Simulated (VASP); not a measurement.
# Ga3Se (P4/mmm) in VASP: notebook

Ga3Se is run at these levels: PBEsol+D3(BJ); tasks: single point.

All numbers are computed with VASP 6.6.1; they aren't measurements. Logs are shortened: lines on timing, memory, paths and dates and some standing lists are left out, and cuts for length are marked.

## 1. The cell of the first run

The structure is tetragonal, space group P4/mmm (No. 123). The conventional cell has a = 4.225 Å, b = 4.225 Å, c = 3.802 Å, α = 90.00°, β = 90.00°, γ = 90.00°. Within 3.9 Å of Ga (site symmetry mmm) lie 10 Ga at 2.84 to 3.80 Å and 4 Se at 2.84 Å. Ga (site symmetry 4/mmm) has 10 Ga at 2.84 to 3.80 Å and 4 Se at 2.99 Å within 3.9 Å. Se (site symmetry 4/mmm) has 12 Ga at 2.84 to 2.99 Å and 2 Se at 3.80 Å within 3.9 Å.

## 2. Single point, PBEsol+D3(BJ) (strain -0.1000 x Voigt [0, 1, 0, 0, 0, 0])

INCAR

```
  PREC = Accurate
  ENCUT = 520
  EDIFF = 1E-6
  ISMEAR = 0
  SIGMA = 0.15
  LREAL = False
  LASPH = True
  NELM = 100
  ALGO = Normal
  ISIF = 2
  LWAVE = False
  LCHARG = False
  GGA = PS
  IVDW = 12
  NBANDS = 30
```

KPOINTS

```
regular mesh
0
Gamma
  12 12 12
```

POSCAR

```
Ga3Se
1.0
    4.2249181734      0.0000000000      0.0000000000
    0.0000000000      3.8024263561      0.0000000000
    0.0000000000      0.0000000000      4.2249181734
Ga Se
3 1
Direct
    0.0000000000      0.5000000000      0.5000000000
    0.5000000000      0.0000000000      0.5000000000
    0.5000000000      0.5000000000      0.0000000000
    0.0000000000      0.0000000000      0.0000000000
```

Potentials or basis: VASP PAW PBE potentials, release 64 (Ga_d, Se).

On the command line:

```bash
$ cat potpaw_PBE.64/Ga_d/POTCAR potpaw_PBE.64/Se/POTCAR > POTCAR
$ mpirun -np 1 vasp_std > vasp.out
```

OUTCAR:

```text
PREC = Accurate
   ENCUT = 520
   EDIFF = 1E-6
   ISMEAR = 0
   LREAL = False
   LASPH = True
   NELM = 100
   ISIF = 2
   GGA = PS
   IVDW = 12
 IVDW          = 12

 ion  position               nearest neighbor table
   1  0.000  0.500  0.500-   2 2.84   4 2.84   4 2.84   2 2.84   4 2.84   4 2.84   2 2.84   2 2.84

   2  0.500  0.000  0.500-   1 2.84   3 2.84   3 2.84   1 2.84   3 2.84   3 2.84   1 2.84   1 2.84

   3  0.500  0.500  0.000-   2 2.84   4 2.84   2 2.84   2 2.84   4 2.84   2 2.84   4 2.84   4 2.84

   4  0.000  0.000  0.000-   1 2.84   3 2.84   1 2.84   1 2.84   3 2.84   1 2.84   3 2.84   3 2.84

  LATTYP: Found a simple tetragonal cell.
 ALAT       =     4.2249181734
 C/A-ratio  =     0.9000000000

  Lattice vectors:

 A1 = (  -4.2249181734,   0.0000000000,   0.0000000000)
 A2 = (   0.0000000000,   0.0000000000,   4.2249181734)
 A3 = (   0.0000000000,   3.8024263561,   0.0000000000)

Analysis of symmetry for initial positions (statically):
=====================================================================
 Subroutine PRICEL returns:
 Original cell was already a primitive cell.

 Routine SETGRP: Setting up the symmetry group for a
 simple tetragonal supercell.

 Subroutine GETGRP returns: Found 16 space group operations
 (whereof 16 operations were pure point group operations)
 out of a pool of 16 trial point group operations.

The static configuration has the point symmetry D_4h.

Analysis of symmetry for dynamics (positions and initial velocities):
=====================================================================
 Subroutine PRICEL returns:
 Original cell was already a primitive cell.

 Routine SETGRP: Setting up the symmetry group for a
 simple tetragonal supercell.

 Subroutine GETGRP returns: Found 16 space group operations
 (whereof 16 operations were pure point group operations)
 out of a pool of 16 trial point group operations.

The dynamic configuration has the point symmetry D_4h.

 Subroutine INISYM returns: Found 16 space group operations
 (whereof 16 operations are pure point group operations),
 and found     1 'primitive' translations

----------------------------------------------------------------------------------------

                                     Primitive cell

  volume of cell :      67.8731

  direct lattice vectors                    reciprocal lattice vectors
     4.224918173  0.000000000  0.000000000     0.236690975  0.000000000  0.000000000
     0.000000000  3.802426356  0.000000000     0.000000000  0.262989972  0.000000000
     0.000000000  0.000000000  4.224918173     0.000000000  0.000000000  0.236690975

  length of vectors
     4.224918173  3.802426356  4.224918173     0.236690975  0.262989972  0.236690975

  position of ions in fractional coordinates (direct lattice)
     0.000000000  0.500000000  0.500000000
     0.500000000  0.000000000  0.500000000
     0.500000000  0.500000000  0.000000000
     0.000000000  0.000000000  0.000000000

  ion indices of the primitive-cell ions
   primitive index   ion index
                 1           1
                 2           2
                 3           3
                 4           4

----------------------------------------------------------------------------------------

 KPOINTS: regular mesh

Automatic generation of k-mesh.
 Grid dimensions read from file:
 generate k-points for:   12   12   12

 Generating k-lattice:

  Cartesian coordinates                     Fractional coordinates (reciprocal lattice)
     0.019724248  0.000000000  0.000000000     0.083333333  0.000000000  0.000000000
     0.000000000  0.021915831  0.000000000     0.000000000  0.083333333  0.000000000
     0.000000000  0.000000000  0.019724248     0.000000000  0.000000000  0.083333333

  Length of vectors
     0.019724248  0.021915831  0.019724248

  Shift w.r.t. Gamma in fractional coordinates (k-lattice)
     0.000000000  0.000000000  0.000000000

 Subroutine IBZKPT returns following result:
 ===========================================

 Found    196 irreducible k-points:

 Following reciprocal coordinates:
            Coordinates               Weight
  0.000000  0.000000  0.000000      1.000000
  0.083333  0.000000  0.000000      4.000000
  0.166667  0.000000  0.000000      4.000000
  0.250000  0.000000  0.000000      4.000000
  0.333333  0.000000  0.000000      4.000000
  0.416667  0.000000  0.000000      4.000000
[... 16 lines left out ...]
  0.083333  0.250000  0.000000      8.000000
  0.166667  0.250000  0.000000      8.000000
 [... further k-points ...]
   k-points           NKPTS =    196   k-points in BZ     NKDIM =    196   number of bands    NBANDS=     30
   number of dos      NEDOS =    301   number of ions     NIONS =      4
   total plane-waves  NPLWV =  28672
   dimension x,y,z NGX =    32 NGY =   28 NGZ =   32
   dimension x,y,z NGXF=    64 NGYF=   56 NGZF=   64
   ions per type =               3   1
   NGX,Y,Z   is equivalent  to a cutoff of  12.59, 12.24, 12.59 a.u.
   NGXF,Y,Z  is equivalent  to a cutoff of  25.18, 24.48, 25.18 a.u.
 SYSTEM =  unknown system
   PREC   = accura    normal or accurate (medium, high low for compatibility)
   ISTART =      0    job   : 0-new  1-cont  2-samecut
   ICHARG =      2    charge: 1-file 2-atom 10-const
   ISPIN  =      1    spin polarized calculation?
   LNONCOLLINEAR =      F non collinear calculations
   LSORBIT =      F    spin-orbit coupling
   LASPH  =      T    aspherical Exc in radial PAW
   ENCUT  =  520.0 eV  38.22 Ry    6.18 a.u.   7.86  7.07  7.86*2*pi/ulx,y,z
   NELM   =    100;   NELMIN=  2; NELMDL= -5     # of ELM steps
   EDIFF  = 0.1E-05   stopping-criterion for ELM
   LREAL  =      F    real-space projection
   EDIFFG = 0.1E-04   stopping-criterion for IOM
   NSW    =      0    number of steps for IOM
   IBRION =     -1    ionic relax: 0-MD 1-quasi-New 2-CG
   NFREE  =      0    steps in history (QN), initial steepest desc. (CG)
   ISIF   =      2    stress and relaxation
   ISYM   =      2    0-nonsym 1-usesym 2-fastsym
   POTIM  = 0.5000    time-step for ionic-motion
   TEBEG  =    0.0;   TEEND  =   0.0 temperature during run
   PSTRESS=    0.0 pullay stress
   NELECT =      45.0000    total number of electrons
   NUPDOWN=      -1.0000    fix difference up-down
   EMIN   =  10.00;   EMAX   =-10.00  energy-range for DOS
   EFERMI =   0.00;   METHOD = LEGACY
   ISMEAR =     0;   SIGMA  =   0.15  broadening in eV -4-tet -1-fermi 0-gaus
   EFERMI_NEDOS =   21; number of points for ismear=-14 and -15
   IALGO  =     38    algorithm
   IMIX   =      4    mixing-type and parameters
     AMIX     =   0.40;   BMIX     =  1.00
     AMIX_MAG =   1.60;   BMIX_MAG =  1.00
  volume/ion in A,a.u.               =      16.97       114.51
  Fermi-wavevector in a.u.,A,eV,Ry     =   1.427512  2.697607 27.725835  2.037791
  Thomas-Fermi vector in A             =   2.547674
   LORBIT       =      0    0 simple, 1 ext, 2 COOP (PROOUT), +10 PAW based schemes
   GGA     = PS    functional components
   LHFCALC =     F    Hartree Fock is set to
   AEXX    =    0.0000 exact exchange contribution
   IVDW    =    12    specifies the selected vdW correction
   LEPSILON=     F    determine dielectric tensor
   LRPA    =     F    only Hartree local field effects (RPA)
 non-spin polarized calculation
 Gauss-broadening in eV      SIGMA  =   0.15
  energy-cutoff  :      520.00
  volume of cell :       67.87
 maximum number of plane-waves:      1848
 NGX is ok and might be reduce to    32
   NGX = 15   NGY = 15   NGZ = 15

 number of electron      44.9999980 magnetization

 Free energy of the ion-electron system (eV)
  ---------------------------------------------------
  ext. energy  EPLUGINS =         0.00000000
  ---------------------------------------------------
  free energy    TOTEN  =       -13.70248995 eV

  energy without entropy =      -13.68637240  energy(sigma->0) =      -13.69443117

 E-fermi :   6.9670     XC(G=0): -11.6366

 val. band max:        6.9553896990   @ k =   0.4167   0.0000   0.1667
 cond. band min:       6.9719390845   @ k =   0.3333   0.0000   0.0833
 fundamental gap:      0.0165493855
 Fermi energy:         6.9670074189

 k-point     1 :       0.0000    0.0000    0.0000
  band No.  band energies     occupation
      1      -8.5985      2.00000
      2      -8.2288      2.00000
      3      -8.2288      2.00000
      4      -8.1962      2.00000
      5      -8.1526      2.00000
      6      -8.1239      2.00000
[... 22 lines left out ...]
     29      13.1586      0.00000
     30      13.5524      0.00000

 k-point     2 :       0.0833    0.0000    0.0000
  band No.  band energies     occupation
      1      -8.5752      2.00000
      2      -8.2275      2.00000
      3      -8.2219      2.00000
      4      -8.1914      2.00000
      5      -8.1503      2.00000
      6      -8.1201      2.00000
[... 22 lines left out ...]
     29      13.5737      0.00000
     30      14.1264      0.00000

 k-point     3 :       0.1667    0.0000    0.0000
  band No.  band energies     occupation
      1      -8.5107      2.00000
      2      -8.2237      2.00000
      3      -8.2015      2.00000
      4      -8.1771      2.00000
      5      -8.1449      2.00000
      6      -8.1083      2.00000
[... 22 lines left out ...]
     29      14.4654      0.00000
     30      15.1826      0.00000

 k-point     4 :       0.2500    0.0000    0.0000
  band No.  band energies     occupation
      1      -8.4200      2.00000
      2      -8.2184      2.00000
      3      -8.1692      2.00000
      4      -8.1546      2.00000
      5      -8.1393      2.00000
      6      -8.0889      2.00000
[... 22 lines left out ...]
     29      15.3930      0.00000
     30      15.4113      0.00000

 k-point     5 :       0.3333    0.0000    0.0000
  band No.  band energies     occupation
      1      -8.3218      2.00000
      2      -8.2129      2.00000
      3      -8.1353      2.00000
      4      -8.1281      2.00000
      5      -8.1260      2.00000
      6      -8.0665      2.00000
[... 22 lines left out ...]
     29      15.1755      0.00000
     30      15.4432      0.00000
[... 526 lines left out ...]
     29      13.1028      0.00000
     30      13.5845      0.00000

 k-point    22 :       0.0000    0.2500    0.0000
  band No.  band energies     occupation
      1      -8.3691      2.00000
      2      -8.1753      2.00000
      3      -8.1753      2.00000
      4      -8.1722      2.00000
      5      -8.1015      2.00000
      6      -8.1007      2.00000
[... 22 lines left out ...]
     29      14.0742      0.00000
     30      14.2830      0.00000

 k-point    23 :       0.0833    0.2500    0.0000
  band No.  band energies     occupation
      1      -8.3599      2.00000
      2      -8.1805      2.00000
      3      -8.1735      2.00000
      4      -8.1609      2.00000
      5      -8.0997      2.00000
      6      -8.0947      2.00000
[... 22 lines left out ...]
     29      14.5418      0.00000
     30      14.6577      0.00000

 k-point    24 :       0.1667    0.2500    0.0000
  band No.  band energies     occupation
      1      -8.3352      2.00000
      2      -8.1815      2.00000
      3      -8.1665      2.00000
      4      -8.1426      2.00000
      5      -8.0961      2.00000
      6      -8.0783      2.00000
[... 22 lines left out ...]
     29      13.8635      0.00000
     30      14.4204      0.00000

 [... further k-points ...]

------------------------ aborting loop because EDIFF is reached ----------------------------------------

 Edisp (eV)   -1.44254

 E8    (eV) :    -0.9766

  FORCE on cell =-STRESS in cart. coord.  units (eV):
  Direction    XX          YY          ZZ          XY          YZ          ZX
  --------------------------------------------------------------------------------------
  -------------------------------------------------------------------------------------
  Total       3.31355     2.63449     3.31355     0.00000     0.00000     0.00000
  in kB      78.21791    62.18834    78.21791     0.00000     0.00000     0.00000
  external pressure =       72.87 kB  Pullay stress =        0.00 kB

 VOLUME and BASIS-vectors are now :
 -----------------------------------------------------------------------------
  energy-cutoff  :      520.00
  volume of cell :       67.87
      direct lattice vectors                 reciprocal lattice vectors
     4.224918173  0.000000000  0.000000000     0.236690975  0.000000000  0.000000000
     0.000000000  3.802426356  0.000000000     0.000000000  0.262989972  0.000000000
     0.000000000  0.000000000  4.224918173     0.000000000  0.000000000  0.236690975

 POSITION                                       TOTAL-FORCE (eV/Angst)
 -----------------------------------------------------------------------------------
      0.00000      1.90121      2.11246         0.000000      0.000000      0.000000
      2.11246      0.00000      2.11246         0.000000      0.000000      0.000000
      2.11246      1.90121      0.00000         0.000000      0.000000      0.000000
      0.00000      0.00000      0.00000         0.000000      0.000000      0.000000
 -----------------------------------------------------------------------------------
    total drift:                                0.000000     -0.000000     -0.000000

  FREE ENERGIE OF THE ION-ELECTRON SYSTEM (eV)
  ---------------------------------------------------
  free  energy   TOTEN  =       -15.1450253275 eV

  energy  without entropy=      -15.1289077734  energy(sigma->0) =      -15.13696655
```

It took 1.8 min on 1 thread of Intel Xeon 6975P-C (Granite Rapids), shared host; peak memory 0.43 GiB.

What came out:

```
Free energy                : -15.1450 eV
Pressure                   : 7.3 GPa
Band gap on the k mesh     : zero (an odd number of electrons rules out a gap without spin polarisation)
Dispersion energy per atom : -0.361 eV
```

Stress tensor (GPa, compression positive):
```
7.82 0.00 0.00
0.00 6.22 0.00
0.00 0.00 7.82
```

Levels at points of the mesh, in eV from the Fermi level:
| k point | band 18 | band 19 | band 20 | band 21 | band 22 | band 23 | band 24 | band 25 | band 26 | band 27 |
| --- | --- | --- | --- | --- | --- | --- | --- | --- | --- | --- |
| (0.00, 0.00, 0.00) | -5.31 | -5.31 | -4.14 | -3.36 | -1.65 | 1.55 | 1.55 | 2.30 | 5.28 | 5.28 |
| (0.50, 0.00, 0.00) | -5.31 | -4.14 | -3.10 | -2.13 | -1.41 | 0.01 | 0.11 | 1.02 | 4.85 | 5.33 |
| (0.00, 0.50, 0.00) | -5.53 | -3.66 | -3.66 | -1.73 | -1.67 | -0.90 | -0.90 | 0.12 | 4.35 | 4.35 |
| (0.50, 0.50, 0.00) | -7.97 | -7.31 | -2.92 | -1.48 | -0.72 | -0.56 | 1.07 | 1.24 | 1.39 | 1.69 |
| (0.50, 0.00, 0.50) | -8.50 | -7.78 | -2.36 | -0.18 | 0.64 | 0.64 | 2.17 | 2.17 | 2.72 | 3.36 |
| (0.50, 0.50, 0.50) | -6.38 | -6.38 | -5.40 | -5.40 | -5.32 | -4.62 | 4.49 | 4.49 | 6.26 | 9.33 |

Caveat: the cell differs from its parent crystal (strain -0.1000 x Voigt [0, 1, 0, 0, 0, 0]); the cell stands under pressure; the PAW data sets were made with another functional, which shifts forces and pressure a little.

## 3. Single point, PBEsol+D3(BJ) (strain -0.0750 x Voigt [0, 1, 0, 0, 0, 0])

INCAR

```
PREC     = Accurate       # precision mode
ENCUT    = 520            # plane-wave cutoff, eV
EDIFF    = 1E-6           # SCF threshold, eV
ISMEAR   = 0              # smearing method
SIGMA    = 0.15           # smearing width, eV
LREAL    = F              # projectors in reciprocal space
LASPH    = T              # aspherical terms in the spheres
NELM     = 80             # most SCF steps
ALGO     = Normal         # electronic algorithm
ISIF     = 2              # what is computed and relaxed
LWAVE    = F              # write WAVECAR
LCHARG   = F              # write CHGCAR
GGA      = PS             # functional
IVDW     = 12             # dispersion correction
NBANDS   = 30             # bands
```

KPOINTS is that of step 2.

Changes to POSCAR since step 2:

```diff
@@ -3,3 +3,3 @@
     4.2249181734      0.0000000000      0.0000000000
-    0.0000000000      3.8024263561      0.0000000000
+    0.0000000000      3.9080493104      0.0000000000
     0.0000000000      0.0000000000      4.2249181734
```

Potentials or basis: VASP PAW PBE potentials, release 64 (Ga_d, Se).

On the command line:

```bash
$ cat potpaw_PBE.64/Ga_d/POTCAR potpaw_PBE.64/Se/POTCAR > POTCAR
$ mpirun -np 1 vasp_std > vasp.out
```

It took 2 min on 1 thread of Intel Xeon 6975P-C (Granite Rapids), shared host; peak memory 0.43 GiB.

It converged, with:

- Free energy: -15.2111 eV
- Pressure: 5.2 GPa
- Band gap on the k mesh: zero (an odd number of electrons rules out a gap without spin polarisation)
- Dispersion energy per atom: -0.351 eV

Stress tensor (GPa, compression positive):
```
5.44 0.00 0.00
0.00 4.75 0.00
0.00 0.00 5.44
```

Levels at points of the mesh, in eV from the Fermi level:
| k point | band 20 | band 21 | band 22 | band 23 | band 24 | band 25 | band 26 | band 27 |
| --- | --- | --- | --- | --- | --- | --- | --- | --- |
| (0.00, 0.00, 0.00) | -4.26 | -3.18 | -1.97 | 1.65 | 1.65 | 2.12 | 5.06 | 5.06 |
| (0.50, 0.00, 0.00) | -3.19 | -1.95 | -1.19 | -0.40 | -0.11 | 0.92 | 4.82 | 5.11 |
| (0.00, 0.50, 0.00) | -3.58 | -1.73 | -1.54 | -0.83 | -0.83 | 0.29 | 4.41 | 4.41 |
| (0.50, 0.50, 0.00) | -2.83 | -1.36 | -0.67 | -0.53 | 1.18 | 1.29 | 1.46 | 1.73 |
| (0.50, 0.00, 0.50) | -2.44 | -0.43 | 0.35 | 0.35 | 1.95 | 1.95 | 2.46 | 2.88 |
| (0.50, 0.50, 0.50) | -5.38 | -5.38 | -5.33 | -4.50 | 4.53 | 4.53 | 5.85 | 9.40 |

Caveat: the cell differs from its parent crystal (strain -0.0750 x Voigt [0, 1, 0, 0, 0, 0]); the cell stands under pressure; the PAW data sets were made with another functional, which shifts forces and pressure a little.
